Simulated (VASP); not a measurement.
Set up this calculation in VASP 6.6.1, as the native input.

```
Task                   : single point
Functional             : LDA
Potentials or basis    : VASP PAW LDA potentials, release 64 (Sc_sv, Ag)
Cutoff                 : 520 eV
k mesh                 : 11 × 11 × 11
Occupations            : methfessel-paxton, width 0.15 eV
Spin                   : no spin polarisation
Dipole correction      : no
Further INCAR settings : ALGO = Normal; EDIFF = 1e-07; NBANDS = 24
```

The structure of ScAg2 lies in POSCAR:

```
ScAg2
1.0
   -1.7080752695      1.7080752695      4.3091809108
    1.7080752695     -1.7080752695      4.3091809108
    1.7080752695      1.7080752695     -4.3091809108
Sc Ag
1 2
Direct
    0.0000000000      0.0000000000      0.0000000000
    0.6666430000      0.6666430000      0.0000000000
    0.3333570000      0.3333570000      0.0000000000
```

The input as run:

INCAR

```
  PREC = Accurate
  ENCUT = 520
  EDIFF = 1E-7
  ISMEAR = 1
  SIGMA = 0.15
  LREAL = False
  LASPH = True
  NELM = 60
  ALGO = Normal
  ISIF = 2
  LWAVE = False
  LCHARG = True
  LELF = True
  LVHAR = True
  NBANDS = 24
```

KPOINTS

```
Automatic mesh
0
Gamma
  11 11 11
```

Potentials or basis: VASP PAW LDA potentials, release 64 (Sc_sv, Ag).

Launch:

```sh
$ cat potpaw_LDA.64/Sc_sv/POTCAR potpaw_LDA.64/Ag/POTCAR > POTCAR
$ mpirun -np 1 vasp_std > vasp.out
```

It gave:

| Property | Result |
| --- | --- |
| Pressure | 4.6 GPa |
| Largest force | 0.039 eV/Å |

Wall time 7 min on 1 thread of Intel(R) Xeon(R) Platinum 8488C (Sapphire Rapids), on a shared host, peak memory 0.29 GiB.
